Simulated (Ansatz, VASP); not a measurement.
**Two plane-wave programs on CsH**

```xyz
2
Lattice="0.0000 3.1339 3.1339 3.1339 0.0000 3.1339 3.1339 3.1339 0.0000" Properties=species:S:1:pos:R:3 pbc="T T T"
Cs    0.0000    0.0000    0.0000
H     3.1339    3.1339    3.1339
```

Alike in both runs: task single point; functional PBEsol; k mesh 8 × 8 × 8; occupations gaussian, width 0.02 eV; no spin polarisation.

|  | VASP | Ansatz |
| --- | --- | --- |
| version | VASP 6.6.1 | Ansatz 0.2.0 |
| potentials or method | VASP PAW PBE potentials, release 64 (Cs_sv, H), cutoff 520 eV | scalar-relativistic, plane waves, PAW |
| valence electrons in the cell | 10 | 10 |

```csv
,VASP,Ansatz,Ansatz less VASP
gap on the k mesh at the Fermi level (eV),2.05,2.08,+0.022
least direct gap on the mesh (eV),2.05,2.08,+0.022
pressure (GPa),0.0,-0.1,-0.03
```

VASP's potentials were made for PBE, not for PBEsol. With one functional, cell and mesh, what is left measures potentials, basis and numerics.

Spin-orbit coupling is off throughout.
